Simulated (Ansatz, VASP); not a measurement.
**Cu in VASP and in Ansatz**

```
CELL_PARAMETERS angstrom
0.00000 1.78164 1.78164
1.78164 0.00000 1.78164
1.78164 1.78164 0.00000
ATOMIC_POSITIONS crystal
Cu 0.00000 0.00000 0.00000
```

Alike in both runs: functional PBEsol; k mesh 20 × 20 × 20; occupations gaussian, width 0.1 eV; no spin polarisation.

Ansatz relaxed the structure, and its values are those at the end. VASP's run is a single point on that final structure, the one shown.

```csv
,VASP,Ansatz
version,VASP 6.6.1,Ansatz 0.2.0
potentials or method,"VASP PAW PBE potentials, release 64 (Cu), cutoff 520 eV","scalar-relativistic, plane waves, PAW"
valence electrons in the cell,11,19
```

|  | VASP | Ansatz | Ansatz less VASP |
| --- | --- | --- | --- |
| gap on the k mesh at the Fermi level (eV) | none | none | - |
| pressure (GPa) | 0.7 | 0.0 | -0.74 |

VASP's potentials were made for PBE, not for PBEsol, and Ansatz warns of the same on its side. A gap of «none» marks a metal or a gap that the smearing closes. VASP's potentials hold 11 valence electrons a cell and Ansatz's 19, so a difference there can come from the potentials and not from the codes.
